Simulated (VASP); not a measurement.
Here is a VASP 6.6.1 calculation.

POSCAR

```
KF
1.0
    0.0000000000      2.7568062834      2.6589566777
    2.7568062834      0.0000000000      2.6589566777
    2.7568062834      2.7568062834      0.0000000000
K F
1 1
Direct
    0.0000000000      0.0000000000      0.0000000000
    0.5000000000      0.5000000000      0.5000000000
```

File INCAR.step1:

```
ALGO = Normal
EDIFF = 1E-4
ENCUT = 520
GGA = PE
ISMEAR = 0
LASPH = T
LCHARG = F
LREAL = F
LWAVE = T
NBANDS = 15
NELM = 80
PREC = Accurate
SIGMA = 0.01
```

INCAR.step2

```
ALGO = Normal
EDIFF = 1E-6
ENCUT = 520
ISIF = 2
ISMEAR = 0
ISTART = 1
LASPH = T
LCHARG = T
LELF = T
LMIXTAU = T
LREAL = F
LVHAR = T
LWAVE = F
METAGGA = R2SCAN
NBANDS = 15
NELM = 80
PREC = Accurate
SIGMA = 0.01
```

Contents of KPOINTS:

```
k-points
0
Gamma
  8 8 8
```

Potentials or basis: VASP PAW PBE potentials, release 64 (K_sv, F).

Run with:

```bash
$ cat potpaw_PBE.64/K_sv/POTCAR potpaw_PBE.64/F/POTCAR > POTCAR
$ cp INCAR.step1 INCAR
$ mpirun -np 1 vasp_std > vasp.out
$ cp INCAR.step2 INCAR
$ mpirun -np 1 vasp_std > vasp.out
```

Problem. Predict the band gap on the k mesh.

Solution. 6.49 eV, direct.

Problem. Predict the pressure.

Solution. -2.1 GPa.

Stress tensor (GPa, compression positive):
```
-2.63  0.00  0.00
 0.00 -2.63  0.00
 0.00  0.00 -0.99
```

Caveat: the cell differs from its parent crystal (biaxial xy strain +3.7%); the PAW data sets were made with another functional, which shifts forces and pressure a little. A k mesh can miss the band edges.
